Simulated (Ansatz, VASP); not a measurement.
# Two plane-wave programs on Li2Ta

```
Li Ta
1.0
    -1.57235    2.72339    0.00000
     0.00000    0.00000    4.85895
     4.71705    2.72339    0.00000
Li Ta
4 2
Direct
  0.50000 0.50000 0.16667
  0.00000 0.50000 0.66667
  0.00000 0.50000 0.33333
  0.50000 0.50000 0.83333
  0.50000 0.00000 0.50000
  0.00000 0.00000 0.00000
```

Alike in both runs: task single point; functional PBE; k mesh 8 × 6 × 4; occupations gaussian, width 0.1 eV; no spin polarisation.

|  | VASP | Ansatz |
| --- | --- | --- |
| version | VASP 6.6.1 | Ansatz 0.2.0 |
| potentials or method | VASP PAW PBE potentials, release 64 (Li_sv, Ta_pv), cutoff 520 eV | scalar-relativistic, plane waves, PAW |
| valence electrons in the cell | 34 | 38 |

```tsv
	VASP	Ansatz	Ansatz less VASP
gap on the k mesh at the Fermi level (eV)	none	none	-
rms of the force components (eV/Å)	0.008	0.008	0.0000
```

Atom by atom the forces differ by 0.000 eV/Å (rms over components). A gap of «none» marks a metal or a gap that the smearing closes. The functional is the same, so the differences come from potentials, cutoffs and numerics. VASP's potentials hold 34 valence electrons a cell and Ansatz's 38, so a difference there can come from the potentials and not from the codes.

Neither program's run includes spin-orbit coupling. Noted on VASP's run: the cutoff is short for stress, so the pressure is rough.
